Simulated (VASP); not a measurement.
Write the native input for VASP 6.6.1 that does the following.

```yaml
Task: single point
Functional: PBE0
Potentials_or_basis: VASP PAW PBE potentials, release 64 (Te, Mo_sv)
Cutoff: 520 eV
k_mesh: 3 × 5 × 1
Occupations: fermi-dirac, width 0.05 eV
Spin: no spin polarisation
Dipole_correction: no
Grid_for_exact_exchange_PRECFOCK: Fast
Further_INCAR_settings: ALGO = Normal; EDIFF = 1e-06; NBANDS = 35
Share_of_exact_exchange: 0.25
```

Te2Mo, a slab with vacuum:

```
Te Mo
1.0
     6.36161    0.00000    0.00000
     0.00000    3.48040    0.00000
    -0.08574    0.00000   36.17589
Te Mo
4 2
Direct
  0.42925 0.75000 0.54070
  0.57075 0.25000 0.45930
  0.92085 0.25000 0.55653
  0.07915 0.75000 0.44347
  0.18135 0.25000 0.49747
  0.81865 0.75000 0.50253
```

One way to write it, as run:

POSCAR

```
Te2Mo
1.0
    6.3616090156      0.0000000000      0.0000000000
    0.0000000000      3.4804030600      0.0000000000
   -0.0857412231      0.0000000000     36.1758904685
Te Mo
4 2
Direct
    0.4292511000      0.7500000000      0.5407035800
    0.5707489000      0.2500000000      0.4592964200
    0.9208478700      0.2500000000      0.5565273200
    0.0791521300      0.7500000000      0.4434726800
    0.1813475600      0.2500000000      0.4974653700
    0.8186524400      0.7500000000      0.5025346300
```

INCAR.step1

```
PREC = Accurate ; ENCUT = 520
EDIFF = 1E-5 ; ISMEAR = -1
SIGMA = 0.05 ; LREAL = F
LASPH = T ; NELM = 100
ALGO = Normal ; ISIF = 2
LWAVE = T ; LCHARG = F
NBANDS = 35 ; GGA = PE
KPAR = 4
```

INCAR.step2

```
PREC = Accurate ; ENCUT = 520
EDIFF = 1E-6 ; ISMEAR = -1
SIGMA = 0.05 ; LREAL = F
LASPH = T ; NELM = 100
ALGO = Normal ; ISIF = 2
LWAVE = F ; LCHARG = F
GGA = PE ; LHFCALC = T
AEXX = 0.25 ; PRECFOCK = Fast
NBANDS = 35 ; ISTART = 1
KPAR = 4
```

KPOINTS

```
regular mesh
0
Gamma
  3 5 1
```

Potentials or basis: VASP PAW PBE potentials, release 64 (Te, Mo_sv).

Command:

```bash
$ cat potpaw_PBE.64/Te/POTCAR potpaw_PBE.64/Mo_sv/POTCAR > POTCAR
$ cp INCAR.step1 INCAR
$ mpirun -np 4 vasp_std > vasp.out
$ cp INCAR.step2 INCAR
$ mpirun -np 4 vasp_std > vasp.out
```

Results of the run:

The largest force is 0.369 eV/Å. The band gap on the k mesh is zero (bands 26 and 27 overlap by 0.22 eV).

Caveat: the k points lie up to 0.36 Å⁻¹ apart; there is no dipole correction, which matters where the two faces differ; the PAW data sets were made with another functional, which shifts forces and pressure a little; spin-orbit coupling is left out, which moves the levels of the heavy elements.

Wall time 35 min on 4 MPI ranks on AMD EPYC 7R43 64-Core Processor (Zen 3), with other jobs on the host, peak memory 0.92 GiB a rank.
